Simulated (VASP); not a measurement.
The system is B5P.

```
B P
1.0
     4.47747    0.00000    0.00000
    -2.23873    3.87760    0.00000
     0.00000    0.00000    3.67627
B P
5 1
Direct
  0.50000 0.00000 0.50000
  0.50000 0.50000 0.50000
  0.00000 0.50000 0.50000
  0.33333 0.66667 0.00000
  0.66667 0.33333 0.00000
  0.00000 0.00000 0.00000
```

The cell was built from a structure type or drawn by symmetry, and may not be a known phase.

| Quantity | Value |
| --- | --- |
| Program | VASP 6.6.1 |
| Task | relaxation of cell and atoms |
| Functional | PBE |
| Potentials or basis | VASP PAW PBE potentials, release 64 (B, P) |
| Cutoff | 500 eV |
| k mesh | 4 × 4 × 4 |
| Occupations | gaussian, width 0.2 eV |
| Spin | no spin polarisation |

At the start: pressure -32.8 GPa; volume 10.64 Å³/atom.

Problem. Where does the relaxation end?

Solution. Over 12 steps the energy falls by 596.0 meV/atom and the volume is 7.69 Å³/atom (-27.7 %); space group P6/mmm (No. 191, to 0.1 Å) before and after.

Step by step:
| step | energy change (eV) | largest force (eV/Å) | pressure (GPa) | volume (Å³) |
| --- | --- | --- | --- | --- |
| 1 | 0.0000 | 0.0000 | -32.79 | 63.83 |
| 2 | -2.8109 | 0.0000 | -2.55 | 45.72 |
| 3 | -2.8265 | 0.0000 | 1.39 | 44.79 |
| 4 | -2.8262 | 0.0000 | 2.92 | 44.45 |
| 5 | -2.9435 | 0.0000 | 3.42 | 44.40 |
| 6 | -3.5126 | 0.0000 | 9.92 | 43.97 |
| 7 | -3.4856 | 0.0000 | 7.13 | 44.13 |
| 8 | -3.5179 | 0.0000 | 9.20 | 44.01 |
| 9 | -3.5477 | 0.0000 | -2.97 | 47.27 |
| 10 | -3.5699 | 0.0000 | 1.63 | 45.95 |
| 11 | -3.5749 | 0.0000 | -0.76 | 46.24 |
| 12 | -3.5760 | 0.0000 | -0.05 | 46.15 |

Final structure:
```
B P
1.0
     4.33200    0.00000    0.00000
    -2.16600    3.75163    0.00000
     0.00000    0.00000    2.83992
B P
5 1
Direct
  0.50000 0.00000 0.50000
  0.50000 0.50000 0.50000
  0.00000 0.50000 0.50000
  0.33333 0.66667 0.00000
  0.66667 0.33333 0.00000
  0.00000 0.00000 0.00000
```

Caveat: the k points lie up to 0.55 Å⁻¹ apart in the final cell; the volume moved by over 15 % at a fixed basis, so the end points are rough; the highest band is partly filled, so the run has too few bands.
